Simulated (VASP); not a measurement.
# TiTe2 (P-3m1) in VASP: further runs

The runs below take TiTe2 through single point, with PBE+D4.

Program: VASP 6.6.1. These are calculated values, not measurements. Logs are shortened: lines on timing, memory, paths and dates and some standing lists are left out, and cuts for length are marked.

## 1. The cell of the first run

Symmetry: P-3m1, No. 164, trigonal system. Conventional cell: a = 3.655 Å, b = 3.655 Å, c = 6.273 Å, α = 90.00°, β = 90.00°, γ = 120.00°. Ti (site symmetry -3m) has 6 Te at 2.73 Å and 6 Ti at 3.65 Å within 3.7 Å. Te (site symmetry 3m) has 3 Ti at 2.73 Å and 9 Te at 3.51 to 3.65 Å within 3.7 Å.

## 2. Single point, PBE+D4 (24.19 Å³/atom)

The input, INCAR:

```
SYSTEM = TiTe2
PREC = Accurate
ENCUT = 520
EDIFF = 1E-6
ISMEAR = 0
SIGMA = 0.1
LREAL = .False.
LASPH = .True.
NELM = 80
ALGO = Normal
ISIF = 2
LWAVE = .False.
LCHARG = .False.
GGA = PE
IVDW = 13
NBANDS = 19
```

The input, KPOINTS:

```
regular mesh
0
Gamma
  15 15 8
  0 0 0
```

The input, POSCAR:

```
TiTe2
1.0
    3.6547352248      0.0000000000      0.0000000000
   -1.8273676124      3.1650935488      0.0000000000
    0.0000000000      0.0000000000      6.2725504091
Ti Te
1 2
Direct
    0.0000000000      0.0000000000      0.0000000000
    0.6666666667      0.3333333333      0.2759679396
    0.3333333333      0.6666666667      0.7240320604
```

Potentials or basis: VASP PAW PBE potentials, release 64 (Ti_sv, Te).

The run is started by

```console
$ cat potpaw_PBE.64/Ti_sv/POTCAR potpaw_PBE.64/Te/POTCAR > POTCAR
$ mpirun -np 1 vasp_std > vasp.out
```

OUTCAR:

```text
SYSTEM = TiTe2
   PREC = Accurate
   ENCUT = 520
   EDIFF = 1E-6
   ISMEAR = 0
   LREAL = .False.
   LASPH = .True.
   NELM = 80
   ISIF = 2
   GGA = PE
   IVDW = 13

 ion  position               nearest neighbor table
   1  0.000  0.000  0.000-   2 2.73   3 2.73   2 2.73   3 2.73   2 2.73   3 2.73
   2  0.667  0.333  0.276-   1 2.73   1 2.73   1 2.73   3 3.51   3 3.51   3 3.51
   3  0.333  0.667  0.724-   1 2.73   1 2.73   1 2.73   2 3.51   2 3.51   2 3.51

  LATTYP: Found a hexagonal cell.
 ALAT       =     3.6547352248
 C/A-ratio  =     1.7162803933

  Lattice vectors:

 A1 = (   3.6547352248,   0.0000000000,   0.0000000000)
 A2 = (  -1.8273676124,   3.1650935488,   0.0000000000)
 A3 = (   0.0000000000,   0.0000000000,   6.2725504091)

Analysis of symmetry for initial positions (statically):
=====================================================================
 Subroutine PRICEL returns:
 Original cell was already a primitive cell.

 Routine SETGRP: Setting up the symmetry group for a
 hexagonal supercell.

 Subroutine GETGRP returns: Found 12 space group operations
 (whereof 12 operations were pure point group operations)
 out of a pool of 24 trial point group operations.

The static configuration has the point symmetry D_3d.

Analysis of symmetry for dynamics (positions and initial velocities):
=====================================================================
 Subroutine PRICEL returns:
 Original cell was already a primitive cell.

 Routine SETGRP: Setting up the symmetry group for a
 hexagonal supercell.

 Subroutine GETGRP returns: Found 12 space group operations
 (whereof 12 operations were pure point group operations)
 out of a pool of 24 trial point group operations.

The dynamic configuration has the point symmetry D_3d.

 Subroutine INISYM returns: Found 12 space group operations
 (whereof 12 operations are pure point group operations),
 and found     1 'primitive' translations

----------------------------------------------------------------------------------------

                                     Primitive cell

  volume of cell :      72.5582

  direct lattice vectors                    reciprocal lattice vectors
     3.654735225  0.000000000  0.000000000     0.273617633  0.157973214  0.000000000
    -1.827367612  3.165093549  0.000000000     0.000000000  0.315946428  0.000000000
     0.000000000  0.000000000  6.272550409     0.000000000  0.000000000  0.159424785

  length of vectors
     3.654735225  3.654735225  6.272550409     0.315946428  0.315946428  0.159424785

  position of ions in fractional coordinates (direct lattice)
     0.000000000  0.000000000  0.000000000
     0.666666667  0.333333333  0.275967940
     0.333333333  0.666666667  0.724032060

  ion indices of the primitive-cell ions
   primitive index   ion index
                 1           1
                 2           2
                 3           3

----------------------------------------------------------------------------------------

 KPOINTS: regular mesh

Automatic generation of k-mesh.
 Grid dimensions read from file:
 generate k-points for:   15   15    8

 Generating k-lattice:

  Cartesian coordinates                     Fractional coordinates (reciprocal lattice)
     0.018241176  0.010531548  0.000000000     0.066666667  0.000000000  0.000000000
     0.000000000  0.021063095  0.000000000     0.000000000  0.066666667  0.000000000
     0.000000000  0.000000000  0.019928098     0.000000000  0.000000000  0.125000000

  Length of vectors
     0.021063095  0.021063095  0.019928098

  Shift w.r.t. Gamma in fractional coordinates (k-lattice)
     0.000000000  0.000000000  0.000000000

 Subroutine IBZKPT returns following result:
 ===========================================

 Found    192 irreducible k-points:

 Following reciprocal coordinates:
            Coordinates               Weight
  0.000000  0.000000  0.000000      1.000000
  0.066667  0.000000  0.000000      6.000000
  0.133333  0.000000  0.000000      6.000000
  0.200000 -0.000000  0.000000      6.000000
  0.266667  0.000000  0.000000      6.000000
  0.333333 -0.000000  0.000000      6.000000
[... 16 lines left out ...]
  0.333333  0.200000  0.000000     12.000000
  0.400000  0.200000  0.000000      6.000000
 [... further k-points ...]
   k-points           NKPTS =    192   k-points in BZ     NKDIM =    192   number of bands    NBANDS=     19
   number of dos      NEDOS =    301   number of ions     NIONS =      3
   total plane-waves  NPLWV =  37632
   dimension x,y,z NGX =    28 NGY =   28 NGZ =   48
   dimension x,y,z NGXF=    56 NGYF=   56 NGZF=   96
   ions per type =               1   2
   NGX,Y,Z   is equivalent  to a cutoff of  12.74, 12.74, 12.72 a.u.
   NGXF,Y,Z  is equivalent  to a cutoff of  25.47, 25.47, 25.44 a.u.
 SYSTEM =  TiTe2
   PREC   = accura    normal or accurate (medium, high low for compatibility)
   ISTART =      0    job   : 0-new  1-cont  2-samecut
   ICHARG =      2    charge: 1-file 2-atom 10-const
   ISPIN  =      1    spin polarized calculation?
   LNONCOLLINEAR =      F non collinear calculations
   LSORBIT =      F    spin-orbit coupling
   LASPH  =      T    aspherical Exc in radial PAW
   ENCUT  =  520.0 eV  38.22 Ry    6.18 a.u.   6.80  6.80 11.66*2*pi/ulx,y,z
   NELM   =     80;   NELMIN=  2; NELMDL= -5     # of ELM steps
   EDIFF  = 0.1E-05   stopping-criterion for ELM
   LREAL  =      F    real-space projection
   EDIFFG = 0.1E-04   stopping-criterion for IOM
   NSW    =      0    number of steps for IOM
   IBRION =     -1    ionic relax: 0-MD 1-quasi-New 2-CG
   NFREE  =      0    steps in history (QN), initial steepest desc. (CG)
   ISIF   =      2    stress and relaxation
   ISYM   =      2    0-nonsym 1-usesym 2-fastsym
   POTIM  = 0.5000    time-step for ionic-motion
   TEBEG  =    0.0;   TEEND  =   0.0 temperature during run
   PSTRESS=    0.0 pullay stress
   NELECT =      24.0000    total number of electrons
   NUPDOWN=      -1.0000    fix difference up-down
   EMIN   =  10.00;   EMAX   =-10.00  energy-range for DOS
   EFERMI =   0.00;   METHOD = LEGACY
   ISMEAR =     0;   SIGMA  =   0.10  broadening in eV -4-tet -1-fermi 0-gaus
   EFERMI_NEDOS =   21; number of points for ismear=-14 and -15
   IALGO  =     38    algorithm
   IMIX   =      4    mixing-type and parameters
     AMIX     =   0.40;   BMIX     =  1.00
     AMIX_MAG =   1.60;   BMIX_MAG =  1.00
  volume/ion in A,a.u.               =      24.19       163.22
  Fermi-wavevector in a.u.,A,eV,Ry     =   1.132182  2.139514 17.440448  1.281837
  Thomas-Fermi vector in A             =   2.268883
   LORBIT       =      0    0 simple, 1 ext, 2 COOP (PROOUT), +10 PAW based schemes
   GGA     = PE    functional components
   LHFCALC =     F    Hartree Fock is set to
   AEXX    =    0.0000 exact exchange contribution
   IVDW    =    13    specifies the selected vdW correction
   LEPSILON=     F    determine dielectric tensor
   LRPA    =     F    only Hartree local field effects (RPA)
 non-spin polarized calculation
 Gauss-broadening in eV      SIGMA  =   0.10
  energy-cutoff  :      520.00
  volume of cell :       72.56
 maximum number of plane-waves:      1974
   NGX = 13   NGY = 13   NGZ = 23

 number of electron      24.0000004 magnetization

 Free energy of the ion-electron system (eV)
  ---------------------------------------------------
  ext. energy  EPLUGINS =         0.00000000
  ---------------------------------------------------
  free energy    TOTEN  =       -16.06721596 eV

  energy without entropy =      -16.06014854  energy(sigma->0) =      -16.06368225

 E-fermi :   8.1468     XC(G=0): -10.3750

 val. band max:        8.1466307157   @ k =   0.3333  -0.0000   0.5000
 cond. band min:       8.1489175731   @ k =   0.2667   0.0000   0.2500
 fundamental gap:      0.0022868574
 Fermi energy:         8.1468327960

 k-point     1 :       0.0000    0.0000    0.0000
  band No.  band energies     occupation
      1     -49.1596      2.00000
      2     -25.4291      2.00000
      3     -25.4291      2.00000
      4     -25.4035      2.00000
      5      -4.9054      2.00000
      6      -3.0074      2.00000
[... 11 lines left out ...]
     18      13.4134      0.00000
     19      14.7759      0.00000

 k-point     2 :       0.0667    0.0000    0.0000
  band No.  band energies     occupation
      1     -49.1594      2.00000
      2     -25.4318      2.00000
      3     -25.4297      2.00000
      4     -25.4028      2.00000
      5      -4.8488      2.00000
      6      -2.9768      2.00000
[... 11 lines left out ...]
     18      13.8322      0.00000
     19      15.0506      0.00000

 k-point     3 :       0.1333    0.0000    0.0000
  band No.  band energies     occupation
      1     -49.1588      2.00000
      2     -25.4393      2.00000
      3     -25.4314      2.00000
      4     -25.4010      2.00000
      5      -4.6816      2.00000
      6      -2.8885      2.00000
[... 11 lines left out ...]
     18      14.3647      0.00000
     19      15.5247      0.00000

 k-point     4 :       0.2000   -0.0000    0.0000
  band No.  band energies     occupation
      1     -49.1579      2.00000
      2     -25.4505      2.00000
      3     -25.4340      2.00000
      4     -25.3984      2.00000
      5      -4.4114      2.00000
      6      -2.7546      2.00000
[... 407 lines left out ...]
     18      12.8763      0.00000
     19      15.7237      0.00000

 k-point    23 :       0.3333    0.2000    0.0000
  band No.  band energies     occupation
      1     -49.1545      2.00000
      2     -25.4819      2.00000
      3     -25.4552      2.00000
      4     -25.3881      2.00000
      5      -2.8007      2.00000
      6      -2.3162      2.00000
[... 11 lines left out ...]
     18      12.5415      0.00000
     19      15.7297      0.00000

 k-point    24 :       0.4000    0.2000    0.0000
  band No.  band energies     occupation
      1     -49.1543      2.00000
      2     -25.4831      2.00000
      3     -25.4566      2.00000
      4     -25.3876      2.00000
      5      -2.6107      2.00000
      6      -2.3685      2.00000
[... 11 lines left out ...]
     18      12.4438      0.00000
     19      15.7431      0.00000

 [... further k-points ...]

------------------------ aborting loop because EDIFF is reached ----------------------------------------

  DFT-D4 for vdW energy calculation

  Edisp (eV):   -1.37517

  FORCE on cell =-STRESS in cart. coord.  units (eV):
  Direction    XX          YY          ZZ          XY          YZ          ZX
  --------------------------------------------------------------------------------------
  -------------------------------------------------------------------------------------
  Total       1.27867     1.27867     1.27961     0.00000    -0.00000     0.00000
  in kB      28.23471    28.23471    28.25548     0.00000    -0.00000     0.00000
  external pressure =       28.24 kB  Pullay stress =        0.00 kB

 VOLUME and BASIS-vectors are now :
 -----------------------------------------------------------------------------
  energy-cutoff  :      520.00
  volume of cell :       72.56
      direct lattice vectors                 reciprocal lattice vectors
     3.654735225  0.000000000  0.000000000     0.273617633  0.157973214  0.000000000
    -1.827367612  3.165093549  0.000000000     0.000000000  0.315946428  0.000000000
     0.000000000  0.000000000  6.272550409     0.000000000  0.000000000  0.159424785

 POSITION                                       TOTAL-FORCE (eV/Angst)
 -----------------------------------------------------------------------------------
      0.00000      0.00000      0.00000        -0.000000      0.000000      0.000000
      1.82737      1.05503      1.73102         0.000000     -0.000000      0.006177
     -0.00000      2.11006      4.54153        -0.000000      0.000000     -0.006177
 -----------------------------------------------------------------------------------
    total drift:                               -0.000000     -0.000000     -0.000000

  FREE ENERGIE OF THE ION-ELECTRON SYSTEM (eV)
  ---------------------------------------------------
  free  energy   TOTEN  =       -17.4423852851 eV

  energy  without entropy=      -17.4353178597  energy(sigma->0) =      -17.43885157
```

Run time: 2.2 min. Hardware: 1 thread of AMD EPYC 9R45 (Zen 5), shared host; peak memory 0.35 GiB.

Results:

```
Free energy                : -17.4424 eV
Pressure                   : 2.8 GPa
Largest force              : 0.006 eV/Å
Band gap on the k mesh     : zero (bands 12 and 13 overlap by 0.86 eV)
Dispersion energy per atom : -0.458 eV
```

Forces in eV/Å, atoms in the order of the input:
```
Ti   0.000  0.000  0.000
Te   0.000  0.000  0.006
Te   0.000  0.000 -0.006
```

Caveat: spin-orbit coupling is left out, which moves the levels of the heavy elements.

## 3. Single point, PBE+D4 (24.96 Å³/atom)

This run uses another cell than the first one, of 24.96 Å³/atom.

Changes to INCAR since step 2:

```diff
@@ -3,3 +3,3 @@
 ENCUT = 520
-EDIFF = 1E-6
+EDIFF = 1E-7
 ISMEAR = 0
```

The input, KPOINTS:

```
Automatic mesh
0
Gamma
  15 15 8
  0 0 0
```

The input, POSCAR:

```
TiTe2
1.0
    3.6897176837      0.0000000000      0.0000000000
   -1.8448588419      3.1953892468      0.0000000000
    0.0000000000      0.0000000000      6.3505831036
Ti Te
1 2
Direct
    0.0000000000      0.0000000000      0.0000000000
    0.6666666667      0.3333333333      0.2721454518
    0.3333333333      0.6666666667      0.7278545482
```

Potentials or basis: VASP PAW PBE potentials, release 64 (Ti_sv, Te).

The run is started by

```console
$ cat potpaw_PBE.64/Ti_sv/POTCAR potpaw_PBE.64/Te/POTCAR > POTCAR
$ mpirun -np 1 vasp_std > vasp.out
```

Wall time 2.5 min (1 thread of AMD EPYC 9R45 (Zen 5), shared host); peak memory 0.36 GiB.

The run converged. Its results:

| Property | Result |
| --- | --- |
| Free energy | -17.4713 eV |
| Pressure | 1.2 GPa |
| Largest force | 0.004 eV/Å |
| Band gap on the k mesh | zero (bands 12 and 13 overlap by 0.82 eV) |
| Dispersion energy per atom | -0.446 eV |

Forces on the atoms (eV/Å):
```
Ti   0.000  0.000  0.000
Te   0.000  0.000  0.004
Te   0.000  0.000 -0.004
```

Levels at points of the mesh, in eV from the Fermi level:
```
           k point  band 9  band 10  band 11  band 12  band 13  band 14  band 15  band 16
(0.00, 0.00, 0.00)   -1.63     0.23     0.43     0.43     0.75     1.28     1.28     3.09
(0.00, 0.00, 0.50)   -1.53    -1.53     0.42     0.42     0.83     0.83     1.10     3.68
```

Caveat: spin-orbit coupling is left out, which moves the levels of the heavy elements.

[end of part 1 of 2]
